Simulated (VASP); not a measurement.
The system is CdSe.

```
CELL_PARAMETERS angstrom
0.00000 2.87396 2.87396
2.87396 0.00000 2.87396
2.87396 2.87396 0.00000
ATOMIC_POSITIONS crystal
Cd 0.00000 0.00000 0.00000
Se 0.50000 0.50000 0.50000
```

```yaml
Program: VASP 6.6.1
Task: relaxation of cell and atoms
Functional: RPBE
Dispersion: D4
Potentials_or_basis: VASP PAW PBE potentials, release 64 (Cd, Se)
Cutoff: 600 eV
k_mesh: 8 × 8 × 8
Occupations: fermi-dirac, width 0.05 eV
Spin: no spin polarisation
```

At the start: pressure -3.3 GPa; volume 23.74 Å³/atom.

Problem. Where does the relaxation end?

Solution. Over 3 steps the energy falls by 13.3 meV/atom and the volume is 22.50 Å³/atom (-5.2 %); space group Fm-3m (No. 225, to 0.05 Å).

The path:
| step | energy change (eV) | largest force (eV/Å) | pressure (GPa) | volume (Å³) |
| --- | --- | --- | --- | --- |
| 1 | 0.0000 | 0.0000 | -3.26 | 47.48 |
| 2 | -0.0236 | 0.0000 | 1.26 | 44.23 |
| 3 | -0.0266 | 0.0000 | 0.01 | 45.00 |

Final structure:
```
Cd Se
1.0
     0.00000    2.82312    2.82312
     2.82312    0.00000    2.82312
     2.82312    2.82312    0.00000
Cd Se
1 1
Direct
  0.00000 0.00000 0.00000
  0.50000 0.50000 0.50000
```

Caveat: the PAW data sets were made with another functional, which shifts forces and pressure a little; pairwise dispersion overbinds metals, which lowers pressure and volume.
